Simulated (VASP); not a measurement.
# Si15Au (F-43m) in VASP: notebook

The runs below take Si15Au through single point, with PBEsol.

Program: VASP 6.6.1. These are calculated values, not measurements. Logs are shortened: lines on timing, memory, paths and dates and some standing lists are left out, and cuts for length are marked.

### Step 1. The cell of the first run

It takes space group F-43m (No. 216, cubic). The conventional cell has a = 10.874 Å, b = 10.874 Å, c = 10.874 Å, α = 90.00°, β = 90.00°, γ = 90.00°. Within 3.2 Å of Au (site symmetry -43m) lie 4 Si at 2.40 Å. Si (site symmetry 2mm) has 4 Si at 2.34 to 2.35 Å within 3.1 Å. Si (site symmetry -43m) has 4 Si at 2.35 Å within 3.1 Å. Within 3.1 Å of Si (site symmetry 3m) lie 3 Si at 2.34 Å and 1 Au at 2.40 Å. Si (site symmetry 3m) has 4 Si at 2.35 Å within 3.1 Å.

### Step 2. Single point, PBEsol, collinear spin, zero start

INCAR reads:

```
SYSTEM = Si15Au
ALGO = Normal
EDIFF = 1E-6
ENCUT = 520
GGA = PS
ISIF = 2
ISMEAR = 0
ISPIN = 2
LASPH = .TRUE.
LCHARG = .FALSE.
LMAXMIX = 4
LORBIT = 11
LREAL = Auto
LWAVE = .FALSE.
MAGMOM = 0 0 0 0 0 0 0 0 0 0 0 0 0 0 0 0
NBANDS = 54
NELM = 150
PREC = Accurate
SIGMA = 0.05
```

KPOINTS reads:

```
k-points
0
G
  3 3 3
  0 0 0
```

POSCAR reads:

```
Si15Au
1.0
    0.0000000000      5.4370000000      5.4370000000
    5.4370000000      0.0000000000      5.4370000000
    5.4370000000      5.4370000000      0.0000000000
Au Si
1 15
Direct
    0.0000000000      1.0000000000      1.0000000000
    0.9995262951      0.9995262951      0.5004737049
    0.9995262951      0.5004737049      0.9995262951
    0.9995262951      0.5004737049      0.5004737049
    0.5004737049      0.9995262951      0.9995262951
    0.5004737049      0.9995262951      0.5004737049
    0.5004737049      0.5004737049      0.9995262951
    0.5000000000      0.5000000000      0.5000000000
    0.1276309320      0.1276309320      0.1276309320
    0.1276309320      0.1276309320      0.6171072039
    0.1276309320      0.6171072039      0.1276309320
    0.1257507541      0.6247497486      0.6247497486
    0.6171072039      0.1276309320      0.1276309320
    0.6247497486      0.1257507541      0.6247497486
    0.6247497486      0.6247497486      0.1257507541
    0.6247497486      0.6247497486      0.6247497486
```

Potentials or basis: VASP PAW PBE potentials, release 64 (Au, Si).

On the command line:

```sh
cat potpaw_PBE.64/Au/POTCAR potpaw_PBE.64/Si/POTCAR > POTCAR
mpirun -np 1 vasp_std > vasp.out
```

OUTCAR:

```text
SYSTEM = Si15Au
   EDIFF = 1E-6
   ENCUT = 520
   GGA = PS
   ISIF = 2
   ISMEAR = 0
   ISPIN = 2
   LASPH = .TRUE.
   LORBIT = 11
   LREAL = Auto
   NELM = 150
   PREC = Accurate

 ion  position               nearest neighbor table
   1  0.000  0.000  0.000-   9 2.40  10 2.40  11 2.40  13 2.40
   2  1.000  1.000  0.500-  10 2.34   9 2.34  12 2.35  14 2.35
   3  1.000  0.500  1.000-  11 2.34   9 2.34  12 2.35  15 2.35
   4  1.000  0.500  0.500-  10 2.34  11 2.34  12 2.35  16 2.35
   5  0.500  1.000  1.000-  13 2.34   9 2.34  14 2.35  15 2.35
   6  0.500  1.000  0.500-  10 2.34  13 2.34  14 2.35  16 2.35
[... 8 lines left out ...]
  15  0.625  0.625  0.126-   8 2.35   7 2.35   3 2.35   5 2.35
  16  0.625  0.625  0.625-   8 2.35   6 2.35   7 2.35   4 2.35

  LATTYP: Found a face centered cubic cell.
 ALAT       =    10.8740000000

  Lattice vectors:

 A1 = (   0.0000000000,   5.4370000000,   5.4370000000)
 A2 = (   5.4370000000,   0.0000000000,   5.4370000000)
 A3 = (   5.4370000000,   5.4370000000,   0.0000000000)

Analysis of symmetry for initial positions (statically):
=====================================================================
 Subroutine PRICEL returns:
 Original cell was already a primitive cell.

 Routine SETGRP: Setting up the symmetry group for a
 face centered cubic supercell.

 Subroutine GETGRP returns: Found 24 space group operations
 (whereof 24 operations were pure point group operations)
 out of a pool of 48 trial point group operations.

The static configuration has the point symmetry T_d .

Analysis of symmetry for dynamics (positions and initial velocities):
=====================================================================
 Subroutine PRICEL returns:
 Original cell was already a primitive cell.

 Routine SETGRP: Setting up the symmetry group for a
 face centered cubic supercell.

 Subroutine GETGRP returns: Found 24 space group operations
 (whereof 24 operations were pure point group operations)
 out of a pool of 48 trial point group operations.

The dynamic configuration has the point symmetry T_d .

Analysis of structural, dynamic, and magnetic symmetry:
=====================================================================
 Subroutine PRICEL returns:
 Original cell was already a primitive cell.

 Routine SETGRP: Setting up the symmetry group for a
 face centered cubic supercell.

 Subroutine GETGRP returns: Found 24 space group operations
 (whereof 24 operations were pure point group operations)
 out of a pool of 48 trial point group operations.

The overall configuration has the point symmetry T_d .

 Subroutine INISYM returns: Found 24 space group operations
 (whereof 24 operations are pure point group operations),
 and found     1 'primitive' translations

----------------------------------------------------------------------------------------

                                     Primitive cell

  volume of cell :     321.4460

  direct lattice vectors                    reciprocal lattice vectors
     0.000000000  5.437000000  5.437000000    -0.091962479  0.091962479  0.091962479
     5.437000000  0.000000000  5.437000000     0.091962479 -0.091962479  0.091962479
     5.437000000  5.437000000  0.000000000     0.091962479  0.091962479 -0.091962479

  length of vectors
     7.689079139  7.689079139  7.689079139     0.159283687  0.159283687  0.159283687

  position of ions in fractional coordinates (direct lattice)
     0.000000000  0.000000000  0.000000000
     0.999526295  0.999526295  0.500473705
     0.999526295  0.500473705  0.999526295
     0.999526295  0.500473705  0.500473705
     0.500473705  0.999526295  0.999526295
     0.500473705  0.999526295  0.500473705
[... 8 lines left out ...]
     0.624749749  0.624749749  0.125750754
     0.624749749  0.624749749  0.624749749

  ion indices of the primitive-cell ions
   primitive index   ion index
                 1           1
                 2           2
                 3           3
                 4           4
                 5           5
                 6           6
[... 44 lines left out ...]
   number of dos      NEDOS =    301   number of ions     NIONS =     16
   total plane-waves  NPLWV = 216000
   dimension x,y,z NGX =    60 NGY =   60 NGZ =   60
   dimension x,y,z NGXF=   120 NGYF=  120 NGZF=  120
   ions per type =               1  15
   NGX,Y,Z   is equivalent  to a cutoff of  12.97, 12.97, 12.97 a.u.
   NGXF,Y,Z  is equivalent  to a cutoff of  25.95, 25.95, 25.95 a.u.
 SYSTEM =  Si15Au
   PREC   = accura    normal or accurate (medium, high low for compatibility)
   ISTART =      0    job   : 0-new  1-cont  2-samecut
   ICHARG =      2    charge: 1-file 2-atom 10-const
   ISPIN  =      2    spin polarized calculation?
   LNONCOLLINEAR =      F non collinear calculations
   LSORBIT =      F    spin-orbit coupling
   LASPH  =      T    aspherical Exc in radial PAW
   ENCUT  =  520.0 eV  38.22 Ry    6.18 a.u.  14.30 14.30 14.30*2*pi/ulx,y,z
   NELM   =    150;   NELMIN=  2; NELMDL= -5     # of ELM steps
   EDIFF  = 0.1E-05   stopping-criterion for ELM
   LREAL  =      T    real-space projection
   EDIFFG = 0.1E-04   stopping-criterion for IOM
   NSW    =      0    number of steps for IOM
   IBRION =     -1    ionic relax: 0-MD 1-quasi-New 2-CG
   NFREE  =      0    steps in history (QN), initial steepest desc. (CG)
   ISIF   =      2    stress and relaxation
   ISYM   =      2    0-nonsym 1-usesym 2-fastsym
   POTIM  = 0.5000    time-step for ionic-motion
   TEBEG  =    0.0;   TEEND  =   0.0 temperature during run
   PSTRESS=    0.0 pullay stress
   NELECT =      71.0000    total number of electrons
   NUPDOWN=      -1.0000    fix difference up-down
   EMIN   =  10.00;   EMAX   =-10.00  energy-range for DOS
   EFERMI =   0.00;   METHOD = LEGACY
   ISMEAR =     0;   SIGMA  =   0.05  broadening in eV -4-tet -1-fermi 0-gaus
   EFERMI_NEDOS =   21; number of points for ismear=-14 and -15
   IALGO  =     38    algorithm
   IMIX   =      4    mixing-type and parameters
     AMIX     =   0.40;   BMIX     =  1.00
     AMIX_MAG =   1.60;   BMIX_MAG =  1.00
  volume/ion in A,a.u.               =      20.09       135.58
  Fermi-wavevector in a.u.,A,eV,Ry     =   0.989597  1.870067 13.324210  0.979302
  Thomas-Fermi vector in A             =   2.121207
   LORBIT       =     11    0 simple, 1 ext, 2 COOP (PROOUT), +10 PAW based schemes
   GGA     = PS    functional components
   LHFCALC =     F    Hartree Fock is set to
   AEXX    =    0.0000 exact exchange contribution
   IVDW    =     0    specifies the selected vdW correction
   LEPSILON=     F    determine dielectric tensor
   LRPA    =     F    only Hartree local field effects (RPA)
 spin polarized calculation
 Gauss-broadening in eV      SIGMA  =   0.05
  energy-cutoff  :      520.00
  volume of cell :      321.45
 maximum number of plane-waves:      8682
 NGX is ok and might be reduce to    60
   NGX = 29   NGY = 29   NGZ = 29

 number of electron      71.0000003 magnetization      -0.0000295

 number of electron      71.0000003 magnetization       0.0000062

 Free energy of the ion-electron system (eV)
  ---------------------------------------------------
  ext. energy  EPLUGINS =         0.00000000
  ---------------------------------------------------
  free energy    TOTEN  =       -89.37731428 eV

  energy without entropy =      -89.36829938  energy(sigma->0) =      -89.37280683

 E-fermi :   6.3156     XC(G=0):  -9.6861

 val. band max:        5.3936078183   @ k =  -0.3333   0.3333   0.0000
 cond. band min:       6.3443647307   @ k =   0.3333   0.3333   0.0000
 fundamental gap:      0.9507569125
 Fermi energy:         6.3156486990

 spin component 1

 k-point     1 :       0.0000    0.0000    0.0000
  band No.  band energies     occupation
      1      -6.0758      1.00000
      2      -3.8863      1.00000
      3      -3.8863      1.00000
      4      -3.8863      1.00000
      5      -3.4394      1.00000
      6      -2.0739      1.00000
[... 189 lines left out ...]
     46       9.3310      0.00000
     47       9.5036      0.00000
 Fermi energy:         6.3156486990

 spin component 2

 k-point     1 :       0.0000    0.0000    0.0000
  band No.  band energies     occupation
      1      -6.0758      1.00000
      2      -3.8863      1.00000
      3      -3.8863      1.00000
      4      -3.8863      1.00000
      5      -3.4394      1.00000
      6      -2.0739      1.00000
[... 189 lines left out ...]
     46       9.3310      0.00000
     47       9.5036      0.00000
 [bands above 47 left out]

------------------------ aborting loop because EDIFF is reached ----------------------------------------

  FORCE on cell =-STRESS in cart. coord.  units (eV):
  Direction    XX          YY          ZZ          XY          YZ          ZX
  --------------------------------------------------------------------------------------
  -------------------------------------------------------------------------------------
  Total        1.0117945      1.0117945      1.0117945      0.0000000      0.0000000      0.0000000
  in kB        5.0430688      5.0430688      5.0430688      0.0000000      0.0000000      0.0000000
  external PRESSURE =       5.0430688 kB  Pullay stress =       0.0000000 kB

 VOLUME and BASIS-vectors are now :
 -----------------------------------------------------------------------------
  energy-cutoff  :      520.00
  volume of cell :      321.45
      direct lattice vectors                 reciprocal lattice vectors
     0.000000000  5.437000000  5.437000000    -0.091962479  0.091962479  0.091962479
     5.437000000  0.000000000  5.437000000     0.091962479 -0.091962479  0.091962479
     5.437000000  5.437000000  0.000000000     0.091962479  0.091962479 -0.091962479

 POSITION                                       TOTAL-FORCE (eV/Angst)
 -----------------------------------------------------------------------------------
      0.00000      0.00000      0.00000        -0.000000      0.000000     -0.000000
      8.15550      8.15550     10.86885        -0.000000      0.000000     -0.004815
      8.15550     10.86885      8.15550        -0.000000     -0.004815     -0.000000
      5.44215      8.15550      8.15550         0.004815      0.000000     -0.000000
     10.86885      8.15550      8.15550        -0.004815      0.000000     -0.000000
      8.15550      5.44215      8.15550        -0.000000      0.004815     -0.000000
[... 8 lines left out ...]
      4.08047      4.08047      6.79353        -0.000700     -0.000700      0.000700
      6.79353      6.79353      6.79353         0.000700      0.000700      0.000700
 -----------------------------------------------------------------------------------
    total drift:                               -0.000000     -0.000000     -0.000000

  FREE ENERGIE OF THE ION-ELECTRON SYSTEM (eV)
  ---------------------------------------------------
  free  energy   TOTEN  =       -89.3773142806 eV

  energy  without entropy=      -89.3682993783  energy(sigma->0) =      -89.37280683

 total charge

# of ion       s       p       d       tot
------------------------------------------
    1        0.761   0.504   8.625   9.890
    2        0.758   0.931   0.000   1.689
    3        0.758   0.931   0.000   1.689
    4        0.758   0.931   0.000   1.689
    5        0.758   0.931   0.000   1.689
    6        0.758   0.931   0.000   1.689
[... 8 lines left out ...]
   15        0.752   0.937   0.000   1.689
   16        0.752   0.937   0.000   1.689
--------------------------------------------------
tot         12.170  14.341   8.625  35.136

 magnetization (x)

# of ion       s       p       d       tot
------------------------------------------
    1        0.000  -0.000   0.000   0.000
    2       -0.000  -0.000   0.000  -0.000
    3       -0.000  -0.000   0.000  -0.000
    4       -0.000  -0.000   0.000  -0.000
    5       -0.000  -0.000   0.000  -0.000
    6       -0.000  -0.000   0.000  -0.000
[... 8 lines left out ...]
   15        0.000  -0.000   0.000   0.000
   16        0.000  -0.000   0.000   0.000
--------------------------------------------------
tot          0.000  -0.000   0.000  -0.000
```

It took 4.2 min on 1 thread of Intel Xeon Platinum 8488C (Sapphire Rapids), shared host; peak memory 0.67 GiB.

Results:

* Free energy: -89.3773 eV
* Pressure: 0.5 GPa
* Largest force: 0.156 eV/Å
* Net moment: 0.00 μB per cell
* Valence electrons inside the program's atomic spheres: Au 9.89; Si 1.69, 1.67 (each value once)

Forces in eV/Å, atoms in the order of the input:
```
Au   0.000  0.000  0.000
Si   0.000  0.000 -0.005
Si   0.000 -0.005  0.000
Si   0.005  0.000  0.000
Si  -0.005  0.000  0.000
Si   0.000  0.005  0.000
Si   0.000  0.000  0.005
Si   0.000  0.000  0.000
Si  -0.090 -0.090 -0.090
Si   0.090  0.090 -0.090
Si   0.090 -0.090  0.090
Si   0.001 -0.001 -0.001
Si  -0.090  0.090  0.090
Si  -0.001  0.001 -0.001
Si  -0.001 -0.001  0.001
Si   0.001  0.001  0.001
```

Levels at points of the mesh, in eV from the Fermi level:
Spin up:
```
           k point  band 31  band 32  band 33  band 34  band 35  band 36  band 37  band 38  band 39  band 40
(0.00, 0.00, 0.00)    -1.72    -1.05    -1.05    -1.05     0.19     0.31     0.31     0.31     0.55     0.55
```
Spin down:
| k point | band 32 | band 33 | band 34 | band 35 | band 36 | band 37 | band 38 | band 39 |
| --- | --- | --- | --- | --- | --- | --- | --- | --- |
| (0.00, 0.00, 0.00) | -1.05 | -1.05 | -1.05 | 0.19 | 0.31 | 0.31 | 0.31 | 0.55 |

Caveat: no moment was typed at the start, so none could form; the PAW data sets were made with another functional, which shifts forces and pressure a little; spin-orbit coupling is left out, which moves the levels of the heavy elements.

### Step 3. Single point, PBEsol, collinear spin

INCAR reads:

```
PREC = Accurate
ENCUT = 520
EDIFF = 1E-6
ISMEAR = 0
SIGMA = 0.05
LREAL = Auto
LASPH = True
NELM = 150
ALGO = Normal
ISIF = 2
LWAVE = False
LCHARG = False
ISPIN = 2
MAGMOM = 3 0 0 0 0 0 0 0 0 0 0 0 0 0 0 0
LORBIT = 11
LMAXMIX = 4
GGA = PS
NBANDS = 54
```

KPOINTS reads:

```
regular mesh
0
Gamma
  3 3 3
```

POSCAR is that of step 2.

Potentials or basis: VASP PAW PBE potentials, release 64 (Au, Si).

On the command line:

```sh
cat potpaw_PBE.64/Au/POTCAR potpaw_PBE.64/Si/POTCAR > POTCAR
mpirun -np 1 vasp_std > vasp.out
```

Run time: 4 min. Hardware: 1 thread of Intel Xeon Platinum 8488C (Sapphire Rapids), shared host; peak memory 0.66 GiB.

The run converged. Its results:

- Free energy: -89.3773 eV
- Pressure: 0.5 GPa
- Largest force: 0.156 eV/Å
- Net moment: 0.00 μB per cell
- Valence electrons inside the program's atomic spheres: Au 9.89; Si 1.69, 1.67 (each value once)

Forces in eV/Å, atoms in the order of the input:
```
Au   0.000  0.000  0.000
Si   0.000  0.000 -0.005
Si   0.000 -0.005  0.000
Si   0.005  0.000  0.000
Si  -0.005  0.000  0.000
Si   0.000  0.005  0.000
Si   0.000  0.000  0.005
Si   0.000  0.000  0.000
Si  -0.090 -0.090 -0.090
Si   0.090  0.090 -0.090
Si   0.090 -0.090  0.090
Si   0.001 -0.001 -0.001
Si  -0.090  0.090  0.090
Si  -0.001  0.001 -0.001
Si  -0.001 -0.001  0.001
Si   0.001  0.001  0.001
```

Levels at points of the mesh, in eV from the Fermi level:
Spin up:
```csv
k point,band 31,band 32,band 33,band 34,band 35,band 36,band 37,band 38,band 39,band 40
"(0.00, 0.00, 0.00)",-1.72,-1.05,-1.05,-1.05,0.19,0.31,0.31,0.31,0.55,0.55
```
Spin down:
```csv
k point,band 33,band 34,band 35,band 36,band 37,band 38
"(0.00, 0.00, 0.00)",-1.05,-1.05,0.19,0.31,0.31,0.31
```

Caveat: the PAW data sets were made with another functional, which shifts forces and pressure a little; spin-orbit coupling is left out, which moves the levels of the heavy elements.

(Continued in part 2 of 2.)
